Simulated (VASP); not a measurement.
# Rh (P1) in VASP: notebook, part 2 of 2

VASP 6.6.1.

## Step 4: Single point, PBEsol

This run uses another cell than the first one, of 13.56 Å³/atom.

INCAR

```
SYSTEM = Rh
PREC = Accurate
ENCUT = 400
EDIFF = 1E-6
ISMEAR = -1
SIGMA = 0.1
LREAL = .FALSE.
LASPH = .TRUE.
NELM = 120
ALGO = Normal
ISIF = 2
LWAVE = .FALSE.
LCHARG = .FALSE.
GGA = PS
NBANDS = 70
GGA_COMPAT = .FALSE.
```

KPOINTS

```
regular mesh
0
G
  2 2 2
  0 0 0
```

POSCAR

```
Rh
1.0
    0.0000000000      3.7849300000      3.7849300000
    3.7849300000      0.0000000000      3.7849300000
    3.7849300000      3.7849300000      0.0000000000
Rh
8
Direct
    0.0056197869     -0.0008146782     -0.0012588080
    0.0006126930      0.0014911769      0.4983423736
   -0.0007786141      0.4966815767      0.0008364752
   -0.0037786696      0.5066331478      0.4989909985
    0.4983960073      0.0009141516      0.0052098718
    0.4981834539     -0.0009013377      0.4989353832
    0.5021741485      0.5016771776     -0.0039398351
    0.5007120343      0.4940585427      0.5036138053
```

Potentials or basis: VASP PAW PBE potentials, release 64 (Rh_pv).

Started as:

```console
cat potpaw_PBE.64/Rh_pv/POTCAR > POTCAR
mpirun -np 1 vasp_std > vasp.out
```

OUTCAR:

```text
SYSTEM = Rh
   PREC = Accurate
   ENCUT = 400
   EDIFF = 1E-6
   ISMEAR = -1
   LREAL = .FALSE.
   LASPH = .TRUE.
   NELM = 120
   ISIF = 2
   GGA = PS

 ion  position               nearest neighbor table
   1  0.006  0.999  0.999-   3 2.65   6 2.66   4 2.66   5 2.66   7 2.66   2 2.67   2 2.69   7 2.69
                             5 2.69   4 2.70   6 2.70   3 2.70
   2  0.001  0.001  0.498-   5 2.65   8 2.66   3 2.66   6 2.66   4 2.66   1 2.67   1 2.69   4 2.69
                             6 2.69   3 2.70   8 2.70   5 2.70
   3  0.999  0.497  0.001-   1 2.65   2 2.66   7 2.66   5 2.66   4 2.67   8 2.67   8 2.68   4 2.69
                             5 2.69   7 2.69   2 2.70   1 2.70
   4  0.996  0.507  0.499-   6 2.65   7 2.65   1 2.66   2 2.66   3 2.67   8 2.67   8 2.68   3 2.69
                             2 2.69   1 2.70   7 2.70   6 2.70
   5  0.498  0.001  0.005-   6 2.64   2 2.65   1 2.66   8 2.66   3 2.66   7 2.67   7 2.69   3 2.69
                             8 2.69   1 2.69   2 2.70   6 2.72
   6  0.498  0.999  0.499-   5 2.64   4 2.65   1 2.66   2 2.66   7 2.66   8 2.67   8 2.68   7 2.69
                             2 2.69   1 2.70   4 2.70   5 2.72
   7  0.502  0.502  0.996-   4 2.65   3 2.66   8 2.66   1 2.66   6 2.66   5 2.67   5 2.69   6 2.69
                             1 2.69   8 2.69   3 2.69   4 2.70
   8  0.501  0.494  0.504-   2 2.66   7 2.66   5 2.66   6 2.67   3 2.67   4 2.67   4 2.68   3 2.68
                             6 2.68   5 2.69   7 2.69   2 2.70

  LATTYP: Found a face centered cubic cell.
 ALAT       =     7.5698600000

  Lattice vectors:

 A1 = (   0.0000000000,   3.7849300000,   3.7849300000)
 A2 = (   3.7849300000,   0.0000000000,   3.7849300000)
 A3 = (   3.7849300000,   3.7849300000,   0.0000000000)

Analysis of symmetry for initial positions (statically):
=====================================================================
 Subroutine PRICEL returns:
 Original cell was already a primitive cell.

 Routine SETGRP: Setting up the symmetry group for a
 face centered cubic supercell.

 Subroutine GETGRP returns: Found  1 space group operations
 (whereof  1 operations were pure point group operations)
 out of a pool of 48 trial point group operations.

The static configuration has the point symmetry C_1 .

Analysis of symmetry for dynamics (positions and initial velocities):
=====================================================================
 Subroutine PRICEL returns:
 Original cell was already a primitive cell.

 Routine SETGRP: Setting up the symmetry group for a
 face centered cubic supercell.

 Subroutine GETGRP returns: Found  1 space group operations
 (whereof  1 operations were pure point group operations)
 out of a pool of 48 trial point group operations.

The dynamic configuration has the point symmetry C_1 .

 Subroutine INISYM returns: Found  1 space group operations
 (whereof  1 operations are pure point group operations),
 and found     1 'primitive' translations

----------------------------------------------------------------------------------------

                                     Primitive cell

  volume of cell :     108.4435

  direct lattice vectors                    reciprocal lattice vectors
     0.000000000  3.784930000  3.784930000    -0.132102839  0.132102839  0.132102839
[... 60 lines left out ...]
  0.500000  0.500000  0.000000      1.000000
  0.000000  0.500000  0.500000      1.000000
  0.500000  0.000000  0.500000      1.000000
   k-points           NKPTS =      8   k-points in BZ     NKDIM =      8   number of bands    NBANDS=     70
   number of dos      NEDOS =    301   number of ions     NIONS =      8
   total plane-waves  NPLWV =  46656
   dimension x,y,z NGX =    36 NGY =   36 NGZ =   36
   dimension x,y,z NGXF=    72 NGYF=   72 NGZF=   72
   ions per type =               8
   NGX,Y,Z   is equivalent  to a cutoff of  11.18, 11.18, 11.18 a.u.
   NGXF,Y,Z  is equivalent  to a cutoff of  22.36, 22.36, 22.36 a.u.
 SYSTEM =  Rh
   PREC   = accura    normal or accurate (medium, high low for compatibility)
   ISTART =      0    job   : 0-new  1-cont  2-samecut
   ICHARG =      2    charge: 1-file 2-atom 10-const
   ISPIN  =      1    spin polarized calculation?
   LNONCOLLINEAR =      F non collinear calculations
   LSORBIT =      F    spin-orbit coupling
   LASPH  =      T    aspherical Exc in radial PAW
   ENCUT  =  400.0 eV  29.40 Ry    5.42 a.u.   8.73  8.73  8.73*2*pi/ulx,y,z
   NELM   =    120;   NELMIN=  2; NELMDL= -5     # of ELM steps
   EDIFF  = 0.1E-05   stopping-criterion for ELM
   LREAL  =      F    real-space projection
   EDIFFG = 0.1E-04   stopping-criterion for IOM
   NSW    =      0    number of steps for IOM
   IBRION =     -1    ionic relax: 0-MD 1-quasi-New 2-CG
   NFREE  =      0    steps in history (QN), initial steepest desc. (CG)
   ISIF   =      2    stress and relaxation
   ISYM   =      2    0-nonsym 1-usesym 2-fastsym
   POTIM  = 0.5000    time-step for ionic-motion
   TEBEG  =    0.0;   TEEND  =   0.0 temperature during run
   PSTRESS=    0.0 pullay stress
   NELECT =     120.0000    total number of electrons
   NUPDOWN=      -1.0000    fix difference up-down
   EMIN   =  10.00;   EMAX   =-10.00  energy-range for DOS
   EFERMI =   0.00;   METHOD = LEGACY
   ISMEAR =    -1;   SIGMA  =   0.10  broadening in eV -4-tet -1-fermi 0-gaus
   EFERMI_NEDOS =   21; number of points for ismear=-14 and -15
   IALGO  =     38    algorithm
   IMIX   =      4    mixing-type and parameters
     AMIX     =   0.40;   BMIX     =  1.00
     AMIX_MAG =   1.60;   BMIX_MAG =  1.00
  volume/ion in A,a.u.               =      13.56        91.48
  Fermi-wavevector in a.u.,A,eV,Ry     =   1.693301  3.199874 39.011535  2.867267
  Thomas-Fermi vector in A             =   2.774731
   LORBIT       =      0    0 simple, 1 ext, 2 COOP (PROOUT), +10 PAW based schemes
   GGA     = PS    functional components
   LHFCALC =     F    Hartree Fock is set to
   AEXX    =    0.0000 exact exchange contribution
   IVDW    =     0    specifies the selected vdW correction
   LEPSILON=     F    determine dielectric tensor
   LRPA    =     F    only Hartree local field effects (RPA)
 non-spin polarized calculation
  energy-cutoff  :      400.00
  volume of cell :      108.44
 maximum number of plane-waves:      1989
 NGX is ok and might be reduce to    36
   NGX = 17   NGY = 17   NGZ = 17

 number of electron     120.0000033 magnetization

 Free energy of the ion-electron system (eV)
  ---------------------------------------------------
  ext. energy  EPLUGINS =         0.00000000
  ---------------------------------------------------
  free energy    TOTEN  =       -68.60382670 eV

  energy without entropy =      -68.55752364  energy(sigma->0) =      -68.58067517

 E-fermi :  12.1691     XC(G=0): -14.2954

 val. band max:       11.8439842474   @ k =   0.0000   0.5000   0.5000
 cond. band min:      12.5764288031   @ k =   0.0000   0.0000   0.0000
 fundamental gap:      0.7324445557
 Fermi energy:        12.1690837941

 k-point     1 :       0.0000    0.0000    0.0000
  band No.  band energies     occupation
      1     -35.0472      2.00000
      2     -35.0463      2.00000
      3     -35.0460      2.00000
      4     -35.0455      2.00000
      5     -35.0012      2.00000
      6     -35.0006      2.00000
[... 573 lines left out ...]
     69      15.1638      0.00000
     70      15.2289      0.00000

------------------------ aborting loop because EDIFF is reached ----------------------------------------

  FORCE on cell =-STRESS in cart. coord.  units (eV):
  Direction    XX          YY          ZZ          XY          YZ          ZX
  --------------------------------------------------------------------------------------
  -------------------------------------------------------------------------------------
  Total       -6.4133076     -6.4162437     -6.4484918      0.0162356     -0.0025837     -0.0122499
  in kB      -94.7521567    -94.7955351    -95.2719779      0.2398694     -0.0381722     -0.1809842
  external PRESSURE =     -94.9398899 kB  Pullay stress =       0.0000000 kB

 VOLUME and BASIS-vectors are now :
 -----------------------------------------------------------------------------
  energy-cutoff  :      400.00
  volume of cell :      108.44
      direct lattice vectors                 reciprocal lattice vectors
     0.000000000  3.784930000  3.784930000    -0.132102839  0.132102839  0.132102839
     3.784930000  0.000000000  3.784930000     0.132102839 -0.132102839  0.132102839
     3.784930000  3.784930000  0.000000000     0.132102839  0.132102839 -0.132102839

 POSITION                                       TOTAL-FORCE (eV/Angst)
 -----------------------------------------------------------------------------------
      7.56201      3.80144      3.80312         0.151234     -0.486049     -0.360117
      1.89184      1.88851      0.00796         0.144198      0.200336     -0.304500
      1.88307      3.78515      5.66189         0.340366      0.011948      0.463421
      3.80622      5.65927      5.68820        -0.627646      0.374063     -0.186370
      0.02318      1.90611      1.88985        -0.699927     -0.117595      0.076301
      5.66995      3.77403      5.66711         0.258281      0.241378      0.353191
      5.66883      5.67071      3.79951         0.244689      0.225319     -0.377947
      3.77612      3.80130      3.76514         0.188805     -0.449399      0.336022
 -----------------------------------------------------------------------------------
    total drift:                                0.000063     -0.000085      0.000054

  FREE ENERGIE OF THE ION-ELECTRON SYSTEM (eV)
  ---------------------------------------------------
  free  energy   TOTEN  =       -68.6038266957 eV

  energy  without entropy=      -68.5575236448  energy(sigma->0) =      -68.58067517
```

Run time: 28 s. Hardware: 1 thread of Intel Xeon Platinum 8488C (Sapphire Rapids), shared host; peak memory 0.2 GiB.

What came out:

```
Free energy            : -68.6038 eV
Pressure               : -9.5 GPa
Largest force          : 0.754 eV/Å
Band gap on the k mesh : zero (bands 60 and 61 overlap by 1.74 eV)
```

Forces on the atoms (eV/Å):
```
Rh   0.151 -0.486 -0.360
Rh   0.144  0.200 -0.304
Rh   0.340  0.012  0.463
Rh  -0.628  0.374 -0.186
Rh  -0.700 -0.118  0.076
Rh   0.258  0.241  0.353
Rh   0.245  0.225 -0.378
Rh   0.189 -0.449  0.336
```

Caveat: the k points lie up to 0.72 Å⁻¹ apart, too coarse for converged energies and pressures of a metal; the PAW data sets were made with another functional, which shifts forces and pressure a little.

## Step 5: Summary

| cell | gap on the mesh (eV) | pressure (GPa) | largest force (eV/Å) |
| --- | --- | --- | --- |
| a = 5.254 Å, angles 60.0°, 8 atoms, atomic positions A | none | 8.8 | 1.77 |
| a = 5.301 Å, angles 60.0°, 8 atoms, atomic positions B | none | -0.5 | 1.49 |
| a = 5.353 Å, angles 60.0°, 8 atoms, atomic positions C | none | -9.5 | 0.75 |

Alike in all rows: task single point; level PBEsol; potentials or basis VASP PAW PBE potentials, release 64 (Rh_pv); no spin polarisation; k mesh 2 × 2 × 2; cutoff (eV) 400; smearing fermi-dirac 0.1 eV.

Caveats: all runs use coarse meshes; the PAW data sets were made with another functional, which shifts forces and pressure a little.

Absolute energies hang on the potentials; compare differences alone.

The gap in the log of VASP goes by the Fermi energy; the results here count the filled bands.